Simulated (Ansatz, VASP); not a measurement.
# YTiGeAs3: VASP beside Ansatz

```
CELL_PARAMETERS angstrom
2.72986 -5.19526 0.00000
2.72986 5.19526 0.00000
0.00000 0.00000 5.35402
ATOMIC_POSITIONS crystal
Y 0.00000 0.00000 0.00000
Ti 0.50000 0.50000 0.50000
Ge 0.00000 0.00000 0.50000
As 0.50000 0.50000 0.00000
As 0.25057 0.74943 0.50000
As 0.74943 0.25057 0.50000
```

Alike in both runs: functional PBE; k mesh 3 × 3 × 3; occupations gaussian, width 0.2 eV; no spin polarisation.

Ansatz relaxed the structure, and its values are those at the end. VASP's run is a single point on that final structure, the one shown.

|  | VASP | Ansatz |
| --- | --- | --- |
| version | VASP 6.6.1 | Ansatz 0.2.0 |
| potentials or method | VASP PAW PBE potentials, release 64 (Y_sv, Ti_sv, Ge_d, As), cutoff 520 eV | scalar-relativistic, plane waves, PAW |
| valence electrons in the cell | 52 | 82 |

VASP gave:

```
gap on the k mesh at the Fermi level (eV) : none
pressure (GPa)                            : 0.5
```

Task: Estimate Ansatz's values.

Result: gap on the k mesh at the Fermi level (eV): none; pressure (GPa): 0.4.

A gap of «none» marks a metal or a gap that the smearing closes. The functional is the same, so the differences come from potentials, cutoffs and numerics. VASP's potentials hold 52 valence electrons a cell and Ansatz's 82, so a difference there can come from the potentials and not from the codes.

The k mesh is coarse, so the values compare programs but aren't converged.
